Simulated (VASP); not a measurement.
Set up this calculation in VASP 6.6.1, as the native input.

- Task: single point
- Functional: PBE0
- Potentials or basis: VASP PAW PBE potentials, release 64 (Mg, Te)
- Cutoff: 520 eV
- k mesh: 6 × 6 × 4
- Occupations: fermi-dirac, width 0.02 eV
- Spin: no spin polarisation
- Dipole correction: no
- Grid for exact exchange (PRECFOCK): Normal
- Further INCAR settings: ALGO = Normal; EDIFF = 1e-06; NBANDS = 16
- Share of exact exchange: 0.25

Crystal: MgTe.

```
Mg Te
1.0
     4.57893    0.00000    0.00000
    -2.28946    3.96547    0.00000
     0.00000    0.00000    7.45485
Mg Te
2 2
Direct
  0.33333 0.66667 0.00435
  0.66667 0.33333 0.50435
  0.33333 0.66667 0.38065
  0.66667 0.33333 0.88065
```

These files were run (other wordings do the same):

POSCAR

```
MgTe
1.0
    4.5789285700      0.0000000000      0.0000000000
   -2.2894642900      3.9654684700      0.0000000000
    0.0000000000      0.0000000000      7.4548486100
Mg Te
2 2
Direct
    0.3333333300      0.6666666700      0.0043523900
    0.6666666700      0.3333333300      0.5043523900
    0.3333333300      0.6666666700      0.3806476100
    0.6666666700      0.3333333300      0.8806476100
```

INCAR.step1

```
SYSTEM = MgTe
PREC     = Accurate       ! precision mode
ENCUT    = 520            ! plane-wave cutoff, eV
EDIFF    = 1E-5           ! SCF threshold, eV
ISMEAR   = -1             ! smearing method
SIGMA    = 0.02           ! smearing width, eV
LREAL    = .False.        ! projectors in reciprocal space
LASPH    = .True.         ! aspherical terms in the spheres
NELM     = 120            ! most SCF steps
ALGO     = Normal         ! electronic algorithm
ISIF     = 2              ! what is computed and relaxed
LWAVE    = .True.         ! write WAVECAR
LCHARG   = .False.        ! write CHGCAR
NBANDS   = 16             ! bands
GGA      = PE             ! functional
GGA_COMPAT= .False.      
KPAR     = 4
```

INCAR.step2

```
SYSTEM = MgTe
PREC     = Accurate       ! precision mode
ENCUT    = 520            ! plane-wave cutoff, eV
EDIFF    = 1E-6           ! SCF threshold, eV
ISMEAR   = -1             ! smearing method
SIGMA    = 0.02           ! smearing width, eV
LREAL    = .False.        ! projectors in reciprocal space
LASPH    = .True.         ! aspherical terms in the spheres
NELM     = 120            ! most SCF steps
ALGO     = Normal         ! electronic algorithm
ISIF     = 2              ! what is computed and relaxed
LWAVE    = .False.        ! write WAVECAR
LCHARG   = .False.        ! write CHGCAR
GGA      = PE             ! functional
LHFCALC  = .True.         ! exact exchange
AEXX     = 0.25           ! exact-exchange fraction
PRECFOCK = Normal       
NBANDS   = 16             ! bands
ISTART   = 1            
GGA_COMPAT= .False.      
KPAR     = 4
```

KPOINTS

```
Automatic mesh
0
Gamma
  6 6 4
  0 0 0
```

Potentials or basis: VASP PAW PBE potentials, release 64 (Mg, Te).

Launch:

```console
$ cat potpaw_PBE.64/Mg/POTCAR potpaw_PBE.64/Te/POTCAR > POTCAR
$ cp INCAR.step1 INCAR
$ mpirun -np 4 vasp_std > vasp.out
$ cp INCAR.step2 INCAR
$ mpirun -np 4 vasp_std > vasp.out
```

Results of the run:

| Item | Value |
| --- | --- |
| Pressure | -0.3 GPa |
| Band gap on the k mesh | 3.85 eV |

Caveat: the PAW data sets were made with another functional, which shifts forces and pressure a little; spin-orbit coupling is left out, which moves the levels of the heavy elements.

Wall time 21 min on 4 MPI ranks on Intel(R) Xeon(R) Platinum 8375C CPU @ 2.90GHz (Ice Lake), with other jobs on the host, peak memory 0.34 GiB a rank.
